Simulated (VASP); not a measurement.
# HfC (P-6m2) in VASP: further runs

The runs below take HfC through single point, relaxation of cell and atoms, with PBE, r2SCAN.

Everything below comes from runs of VASP 6.6.1. Logs are shortened: lines on timing, memory, paths and dates and some standing lists are left out, and cuts for length are marked.

## 1. The cell of the first run

Symmetry: P-6m2, No. 187, hexagonal system. The conventional cell has a = 3.228 Å, b = 3.228 Å, c = 2.925 Å, α = 90.00°, β = 90.00°, γ = 120.00°. Within 3.1 Å of Hf (site symmetry -6m2) lie 6 C at 2.37 Å and 2 Hf at 2.92 Å. Within 3.1 Å of C (site symmetry -6m2) lie 6 Hf at 2.37 Å and 2 C at 2.92 Å.

## 2. Single point, PBE

File INCAR:

```
  PREC = Accurate
  ENCUT = 520
  EDIFF = 1E-6
  ISMEAR = 0
  SIGMA = 0.05
  LREAL = False
  LASPH = True
  NELM = 100
  ALGO = Normal
  ISIF = 2
  LWAVE = False
  LCHARG = True
  GGA = PE
  LELF = True
  LVHAR = True
  NBANDS = 14
```

File KPOINTS:

```
Automatic mesh
0
Gamma
  8 8 6
```

File POSCAR:

```
HfC
1.0
    3.2277130762      0.0000000000      0.0000000000
   -1.6138565381      2.7952815201      0.0000000000
    0.0000000000      0.0000000000      2.9247739919
Hf C
1 1
Direct
    0.0000000000      0.0000000000      0.0000000000
    0.6666666667      0.3333333333      0.5000000000
```

Potentials or basis: VASP PAW PBE potentials, release 64 (Hf_pv, C).

Started as:

```bash
$ cat potpaw_PBE.64/Hf_pv/POTCAR potpaw_PBE.64/C/POTCAR > POTCAR
$ mpirun -np 1 vasp_std > vasp.out
```

OUTCAR:

```text
PREC = Accurate
   ENCUT = 520
   EDIFF = 1E-6
   ISMEAR = 0
   LREAL = False
   LASPH = True
   NELM = 100
   ISIF = 2
   GGA = PE

 ion  position               nearest neighbor table
   1  0.000  0.000  0.000-   2 2.37   2 2.37   2 2.37   2 2.37   2 2.37   2 2.37
   2  0.667  0.333  0.500-   1 2.37   1 2.37   1 2.37   1 2.37   1 2.37   1 2.37

  LATTYP: Found a hexagonal cell.
 ALAT       =     3.2277130762
 C/A-ratio  =     0.9061443576

  Lattice vectors:

 A1 = (   3.2277130762,   0.0000000000,   0.0000000000)
 A2 = (  -1.6138565381,   2.7952815201,   0.0000000000)
 A3 = (   0.0000000000,   0.0000000000,   2.9247739919)

Analysis of symmetry for initial positions (statically):
=====================================================================
 Subroutine PRICEL returns:
 Original cell was already a primitive cell.

 Routine SETGRP: Setting up the symmetry group for a
 hexagonal supercell.

 Subroutine GETGRP returns: Found 12 space group operations
 (whereof 12 operations were pure point group operations)
 out of a pool of 24 trial point group operations.

The static configuration has the point symmetry D_3h.

Analysis of symmetry for dynamics (positions and initial velocities):
=====================================================================
 Subroutine PRICEL returns:
 Original cell was already a primitive cell.

 Routine SETGRP: Setting up the symmetry group for a
 hexagonal supercell.

 Subroutine GETGRP returns: Found 12 space group operations
 (whereof 12 operations were pure point group operations)
 out of a pool of 24 trial point group operations.

The dynamic configuration has the point symmetry D_3h.

 Subroutine INISYM returns: Found 12 space group operations
 (whereof 12 operations are pure point group operations),
 and found     1 'primitive' translations

----------------------------------------------------------------------------------------

                                     Primitive cell

  volume of cell :      26.3884

  direct lattice vectors                    reciprocal lattice vectors
     3.227713076  0.000000000  0.000000000     0.309816882  0.178872860  0.000000000
    -1.613856538  2.795281520  0.000000000     0.000000000  0.357745720  0.000000000
     0.000000000  0.000000000  2.924773992     0.000000000  0.000000000  0.341906760

  length of vectors
     3.227713076  3.227713076  2.924773992     0.357745720  0.357745720  0.341906760

  position of ions in fractional coordinates (direct lattice)
     0.000000000  0.000000000  0.000000000
     0.666666667  0.333333333  0.500000000

  ion indices of the primitive-cell ions
   primitive index   ion index
                 1           1
                 2           2

----------------------------------------------------------------------------------------

 KPOINTS: Automatic mesh

Automatic generation of k-mesh.
 Grid dimensions read from file:
 generate k-points for:    8    8    6

 Generating k-lattice:

  Cartesian coordinates                     Fractional coordinates (reciprocal lattice)
     0.038727110  0.022359107  0.000000000     0.125000000  0.000000000  0.000000000
     0.000000000  0.044718215  0.000000000     0.000000000  0.125000000  0.000000000
     0.000000000  0.000000000  0.056984460     0.000000000  0.000000000  0.166666667

  Length of vectors
     0.044718215  0.044718215  0.056984460

  Shift w.r.t. Gamma in fractional coordinates (k-lattice)
     0.000000000  0.000000000  0.000000000

 Subroutine IBZKPT returns following result:
 ===========================================

 Found     40 irreducible k-points:

 Following reciprocal coordinates:
            Coordinates               Weight
  0.000000  0.000000  0.000000      1.000000
  0.125000  0.000000  0.000000      6.000000
  0.250000  0.000000  0.000000      6.000000
  0.375000  0.000000  0.000000      6.000000
  0.500000  0.000000  0.000000      3.000000
  0.125000  0.125000  0.000000      6.000000
[... 16 lines left out ...]
  0.250000  0.000000  0.333333     12.000000
  0.375000  0.000000  0.333333     12.000000
 [... further k-points ...]
   k-points           NKPTS =     40   k-points in BZ     NKDIM =     40   number of bands    NBANDS=     14
   number of dos      NEDOS =    301   number of ions     NIONS =      2
   total plane-waves  NPLWV =  13824
   dimension x,y,z NGX =    24 NGY =   24 NGZ =   24
   dimension x,y,z NGXF=    48 NGYF=   48 NGZF=   48
   ions per type =               1   1
   NGX,Y,Z   is equivalent  to a cutoff of  12.36, 12.36, 13.64 a.u.
   NGXF,Y,Z  is equivalent  to a cutoff of  24.72, 24.72, 27.28 a.u.
 SYSTEM =  unknown system
   PREC   = accura    normal or accurate (medium, high low for compatibility)
   ISTART =      0    job   : 0-new  1-cont  2-samecut
   ICHARG =      2    charge: 1-file 2-atom 10-const
   ISPIN  =      1    spin polarized calculation?
   LNONCOLLINEAR =      F non collinear calculations
   LSORBIT =      F    spin-orbit coupling
   LASPH  =      T    aspherical Exc in radial PAW
   ENCUT  =  520.0 eV  38.22 Ry    6.18 a.u.   6.00  6.00  5.44*2*pi/ulx,y,z
   NELM   =    100;   NELMIN=  2; NELMDL= -5     # of ELM steps
   EDIFF  = 0.1E-05   stopping-criterion for ELM
   LREAL  =      F    real-space projection
   EDIFFG = 0.1E-04   stopping-criterion for IOM
   NSW    =      0    number of steps for IOM
   IBRION =     -1    ionic relax: 0-MD 1-quasi-New 2-CG
   NFREE  =      0    steps in history (QN), initial steepest desc. (CG)
   ISIF   =      2    stress and relaxation
   ISYM   =      2    0-nonsym 1-usesym 2-fastsym
   POTIM  = 0.5000    time-step for ionic-motion
   TEBEG  =    0.0;   TEEND  =   0.0 temperature during run
   PSTRESS=    0.0 pullay stress
   NELECT =      14.0000    total number of electrons
   NUPDOWN=      -1.0000    fix difference up-down
   EMIN   =  10.00;   EMAX   =-10.00  energy-range for DOS
   EFERMI =   0.00;   METHOD = LEGACY
   ISMEAR =     0;   SIGMA  =   0.05  broadening in eV -4-tet -1-fermi 0-gaus
   EFERMI_NEDOS =   21; number of points for ismear=-14 and -15
   IALGO  =     38    algorithm
   IMIX   =      4    mixing-type and parameters
     AMIX     =   0.40;   BMIX     =  1.00
     AMIX_MAG =   1.60;   BMIX_MAG =  1.00
  volume/ion in A,a.u.               =      13.19        89.04
  Fermi-wavevector in a.u.,A,eV,Ry     =   1.325297  2.504448 23.897441  1.756412
  Thomas-Fermi vector in A             =   2.454768
   LORBIT       =      0    0 simple, 1 ext, 2 COOP (PROOUT), +10 PAW based schemes
   GGA     = PE    functional components
   LHFCALC =     F    Hartree Fock is set to
   AEXX    =    0.0000 exact exchange contribution
   IVDW    =     0    specifies the selected vdW correction
   LEPSILON=     F    determine dielectric tensor
   LRPA    =     F    only Hartree local field effects (RPA)
 non-spin polarized calculation
 Gauss-broadening in eV      SIGMA  =   0.05
  energy-cutoff  :      520.00
  volume of cell :       26.39
 maximum number of plane-waves:       728
   NGX = 13   NGY = 13   NGZ = 11

 number of electron      14.0000001 magnetization

 Free energy of the ion-electron system (eV)
  ---------------------------------------------------
  ext. energy  EPLUGINS =         0.00000000
  ---------------------------------------------------
  free energy    TOTEN  =       -19.51427198 eV

  energy without entropy =      -19.51408939  energy(sigma->0) =      -19.51418069

 E-fermi :   5.4655     XC(G=0): -11.9857

 val. band max:        5.3911557160   @ k =   0.2500   0.1250   0.0000
 cond. band min:       5.5294138908   @ k =   0.3750   0.0000   0.0000
 fundamental gap:      0.1382581748
 Fermi energy:         5.4655349656

 k-point     1 :       0.0000    0.0000    0.0000
  band No.  band energies     occupation
      1     -24.3006      2.00000
      2     -24.3006      2.00000
      3     -23.9029      2.00000
      4      -6.3939      2.00000
      5       3.9702      2.00000
      6       3.9702      2.00000
      7       4.3485      2.00000
      8       7.1019      0.00000
      9      10.4166      0.00000
     10      11.7007      0.00000
     11      11.7007      0.00000
     12      12.2028      0.00000
     13      12.2028      0.00000
     14      19.0762      0.00000

 k-point     2 :       0.1250    0.0000    0.0000
  band No.  band energies     occupation
      1     -24.3932      2.00000
      2     -24.3212      2.00000
      3     -23.8921      2.00000
      4      -6.0789      2.00000
      5       3.2349      2.00000
      6       4.2244      2.00000
      7       4.5971      2.00000
      8       6.6431      0.00000
      9      11.4132      0.00000
     10      11.5817      0.00000
     11      11.6081      0.00000
     12      12.0524      0.00000
     13      12.2194      0.00000
     14      18.9038      0.00000

 k-point     3 :       0.2500    0.0000    0.0000
  band No.  band energies     occupation
      1     -24.6097      2.00000
      2     -24.3704      2.00000
      3     -23.8660      2.00000
      4      -5.2637      2.00000
      5       1.9983      2.00000
      6       4.8627      2.00000
      7       4.9699      2.00000
      8       5.8111      0.00000
      9      10.5761      0.00000
     10      11.3100      0.00000
     11      11.8081      0.00000
     12      13.0651      0.00000
     13      13.4642      0.00000
     14      18.9237      0.00000
[... 324 lines left out ...]
 k-point    23 :       0.2500    0.0000    0.3333
  band No.  band energies     occupation
      1     -24.5828      2.00000
      2     -24.5084      2.00000
      3     -24.2928      2.00000
      4      -3.9106      2.00000
      5       1.5916      2.00000
      6       3.6466      2.00000
      7       4.3137      2.00000
      8       6.5386      0.00000
      9       9.0437      0.00000
     10      10.9543      0.00000
     11      12.7113      0.00000
     12      13.6200      0.00000
     13      15.7957      0.00000
     14      18.9084      0.00000

 k-point    24 :       0.3750    0.0000    0.3333
  band No.  band energies     occupation
      1     -24.7069      2.00000
      2     -24.5322      2.00000
      3     -24.3378      2.00000
      4      -3.6987      2.00000
      5       1.3738      2.00000
      6       3.5558      2.00000
      7       3.9160      2.00000
      8       6.6732      0.00000
      9      10.6117      0.00000
     10      11.0912      0.00000
     11      13.2077      0.00000
     12      14.3397      0.00000
     13      16.5459      0.00000
     14      18.8671      0.00000

 [... further k-points ...]

------------------------ aborting loop because EDIFF is reached ----------------------------------------

  FORCE on cell =-STRESS in cart. coord.  units (eV):
  Direction    XX          YY          ZZ          XY          YZ          ZX
  --------------------------------------------------------------------------------------
  -------------------------------------------------------------------------------------
  Total       -0.1083326     -0.1083326     -0.1891491      0.0000000      0.0000000      0.0000000
  in kB       -6.5774438     -6.5774438    -11.4842326      0.0000000      0.0000000      0.0000000
  external PRESSURE =      -8.2130400 kB  Pullay stress =       0.0000000 kB

 VOLUME and BASIS-vectors are now :
 -----------------------------------------------------------------------------
  energy-cutoff  :      520.00
  volume of cell :       26.39
      direct lattice vectors                 reciprocal lattice vectors
     3.227713076  0.000000000  0.000000000     0.309816882  0.178872860  0.000000000
    -1.613856538  2.795281520  0.000000000     0.000000000  0.357745720  0.000000000
     0.000000000  0.000000000  2.924773992     0.000000000  0.000000000  0.341906760

 POSITION                                       TOTAL-FORCE (eV/Angst)
 -----------------------------------------------------------------------------------
      0.00000      0.00000      0.00000         0.000000     -0.000000      0.000000
      1.61386      0.93176      1.46239        -0.000000      0.000000      0.000000
 -----------------------------------------------------------------------------------
    total drift:                               -0.000000      0.000000      0.000000

  FREE ENERGIE OF THE ION-ELECTRON SYSTEM (eV)
  ---------------------------------------------------
  free  energy   TOTEN  =       -19.5142719841 eV

  energy  without entropy=      -19.5140893886  energy(sigma->0) =      -19.51418069
```

It took 10 s on 1 thread of Intel Xeon 8259CL, shared host; peak memory 0.15 GiB.

Results:

| Item | Value |
| --- | --- |
| Free energy | -19.5143 eV |
| Pressure | -0.8 GPa |
| Band gap on the k mesh | 0.14 eV (least direct gap 0.29 eV) |

Stress tensor (GPa, compression positive):
```
-0.66  0.00  0.00
 0.00 -0.66  0.00
 0.00  0.00 -1.15
```

Caveat: spin-orbit coupling is left out, which moves the levels of the heavy elements. A k mesh can miss the band edges.

## 3. Relaxation of cell and atoms, PBE

This run uses another cell than the first one, of 12.06 Å³/atom.

File INCAR:

```
  PREC = Accurate
  ENCUT = 600
  EDIFF = 1E-7
  ISMEAR = 0
  SIGMA = 0.05
  LREAL = F
  LASPH = T
  NELM = 80
  ALGO = Normal
  ISIF = 3
  LWAVE = F
  LCHARG = F
  GGA = PE
  IBRION = 2
  NSW = 80
  EDIFFG = -0.03
```

KPOINTS is that of step 2.

File POSCAR:

```
HfC
1.0
    3.0557770295      0.0000000000      0.0000000000
   -1.5278885148      2.6463805359      0.0000000000
    0.0000000000      0.0000000000      2.9822869850
Hf C
1 1
Direct
    0.0000000000      0.0000000000      0.0000000000
    0.6666666667      0.3333333333      0.5000000000
```

Potentials or basis: VASP PAW PBE potentials, release 64 (Hf_pv, C).

Started as:

```bash
$ cat potpaw_PBE.64/Hf_pv/POTCAR potpaw_PBE.64/C/POTCAR > POTCAR
$ mpirun -np 1 vasp_std > vasp.out
```

It took 48 s on 1 thread of Intel Xeon 8259CL, shared host; peak memory 0.16 GiB.

It converged, with:

```yaml
Free_energy: -19.5141 eV
Relaxed_volume: 13.15 Å³/atom
Relaxed_cell: a = 3.226 Å, b = 3.226 Å, c = 2.918 Å, α = 90.00°, β = 90.00°, γ = 120.00°
Space_group_after_relaxing_to_0.1_Å: P-6m2 (No. 187)
Energy_gained_by_relaxing: 129.9 meV/atom
Ionic_steps: 6
Pressure_after_relaxing: -0.1 GPa
Band_gap_on_the_k_mesh: 0.11 eV (least direct gap 0.26 eV)
```

Stress tensor (GPa, compression positive):
```
-0.30  0.00  0.00
 0.00 -0.30  0.00
 0.00  0.00  0.24
```

Step by step:
| step | energy change (eV) | largest force (eV/Å) | pressure (GPa) | volume (Å³) |
| --- | --- | --- | --- | --- |
| 1 | 0.0000 | 0.0000 | 18.26 | 24.12 |
| 2 | -0.0916 | 0.0000 | -15.80 | 29.09 |
| 3 | -0.2535 | 0.0000 | -3.45 | 26.71 |
| 4 | -0.2541 | 0.0000 | -2.64 | 26.58 |
| 5 | -0.2531 | 0.0000 | 3.19 | 25.97 |
| 6 | -0.2598 | 0.0000 | -0.12 | 26.30 |

Final structure:
```cif
data_structure
_symmetry_space_group_name_H-M 'P 1'
_symmetry_Int_Tables_number 1
_cell_length_a 3.2264
_cell_length_b 3.2264
_cell_length_c 2.9176
_cell_angle_alpha 90.000
_cell_angle_beta 90.000
_cell_angle_gamma 120.000
_cell_volume 26.30
loop_
_atom_site_label
_atom_site_type_symbol
_atom_site_fract_x
_atom_site_fract_y
_atom_site_fract_z
_atom_site_occupancy
Hf1 Hf 0.00000 0.00000 0.00000 1
C1 C 0.66667 0.33333 0.50000 1
```

Levels at points of the mesh, in eV from the valence-band top:
```
           k point  band 5  band 6  band 7  band 8  band 9  band 10
(0.00, 0.00, 0.00)   -1.46   -1.46   -1.07    1.72    5.02     6.32
(0.50, 0.00, 0.00)   -4.77   -0.75   -0.45    0.39    5.58     5.93
(0.00, 0.00, 0.50)   -5.96   -0.32   -0.32    2.20    2.20     5.43
(0.50, 0.00, 0.50)   -3.84   -2.24   -2.18    1.79    6.58     7.17
```

Caveat: spin-orbit coupling is left out, which moves the levels of the heavy elements.

[end of part 1 of 2]

The gap in the log of VASP goes by the Fermi energy; the results here count the filled bands.